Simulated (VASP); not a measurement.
Input of a VASP 6.6.1 run:

POSCAR

```
Y
1.0
    3.6841320810      0.0000000000      0.0000000000
   -1.8420660405      3.1905519730      0.0000000000
    0.0000000000      0.0000000000      5.7079697392
Y
2
Direct
    0.3333333333      0.6666666667      0.2500000000
    0.6666666667      0.3333333333      0.7500000000
```

The input INCAR.step1:

```
PREC     = Accurate       # precision mode
ENCUT    = 600            # plane-wave cutoff, eV
ISMEAR   = -1             # smearing method
SIGMA    = 0.1            # smearing width, eV
LREAL    = F              # projectors in reciprocal space
LASPH    = T              # aspherical terms in the spheres
NELM     = 100            # most SCF steps
GGA      = PE             # functional
ALGO     = Normal         # electronic algorithm
EDIFF    = 1E-4           # SCF threshold, eV
LWAVE    = T              # write WAVECAR
LCHARG   = F              # write CHGCAR
```

File INCAR.step2:

```
PREC     = Accurate       # precision mode
ENCUT    = 600            # plane-wave cutoff, eV
EDIFF    = 1E-6           # SCF threshold, eV
ISMEAR   = -1             # smearing method
SIGMA    = 0.1            # smearing width, eV
LREAL    = F              # projectors in reciprocal space
LASPH    = T              # aspherical terms in the spheres
NELM     = 100            # most SCF steps
ALGO     = Normal         # electronic algorithm
ISIF     = 3              # what is computed and relaxed
LWAVE    = F              # write WAVECAR
LCHARG   = F              # write CHGCAR
METAGGA  = R2SCAN         # meta-GGA
LMIXTAU  = T            
IBRION   = 2              # ionic algorithm
NSW      = 80             # ionic steps
EDIFFG   = -0.01          # ionic threshold
ISTART   = 1
```

File KPOINTS:

```
Automatic mesh
0
Gamma
  8 8 5
```

Potentials or basis: VASP PAW PBE potentials, release 64 (Y_sv).

Command:

```bash
$ cat potpaw_PBE.64/Y_sv/POTCAR > POTCAR
$ cp INCAR.step1 INCAR
$ mpirun -np 1 vasp_std > vasp.out
$ cp INCAR.step2 INCAR
$ mpirun -np 1 vasp_std > vasp.out
```

Task: Predict the space group after relaxing (to 0.1 Å).

Result: P6_3/mmc (No. 194).

Task: Estimate the relaxed volume.

Result: 33.65 Å³/atom.

Task: Estimate the band gap on the k mesh.

Result: Zero (bands 11 and 12 overlap by 1.35 eV).

Final structure:
```cif
data_structure
_symmetry_space_group_name_H-M 'P 1'
_symmetry_Int_Tables_number 1
_cell_length_a 3.6823
_cell_length_b 3.6823
_cell_length_c 5.7317
_cell_angle_alpha 90.000
_cell_angle_beta 90.000
_cell_angle_gamma 120.000
_cell_volume 67.31
loop_
_atom_site_label
_atom_site_type_symbol
_atom_site_fract_x
_atom_site_fract_y
_atom_site_fract_z
_atom_site_occupancy
Y1 Y 0.33333 0.66667 0.25000 1
Y2 Y 0.66667 0.33333 0.75000 1
```

Caveat: the PAW data sets were made with another functional, which shifts forces and pressure a little.
